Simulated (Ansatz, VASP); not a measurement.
## WC in VASP and in Ansatz

```xyz
2
Lattice="2.9209 0.0000 0.0000 -1.4605 2.5296 0.0000 0.0000 0.0000 2.8445" Properties=species:S:1:pos:R:3 pbc="T T T"
W     0.0000    0.0000    0.0000
C     0.0000    1.6864    1.4223
```

Alike in both runs: task single point; functional PBE; k mesh 6 × 6 × 6; occupations gaussian, width 0.1 eV; no spin polarisation.

```csv
,VASP,Ansatz
version,VASP 6.6.1,Ansatz 0.2.0
potentials or method,"VASP PAW PBE potentials, release 64 (W_sv, C), cutoff 600 eV","scalar-relativistic, plane waves, PAW"
valence electrons in the cell,18,18
```

|  | VASP | Ansatz | Ansatz less VASP |
| --- | --- | --- | --- |
| gap on the k mesh at the Fermi level (eV) | none | none | - |
| pressure (GPa) | 1.6 | 0.7 | -0.89 |
| traceless stress, the component that is largest in VASP (GPa) | -0.87 | -1.07 | -0.202 |

A gap of «none» marks a metal or a gap that the smearing closes.

The k mesh is coarse, so the values compare programs but aren't converged. Spin-orbit coupling is off throughout.
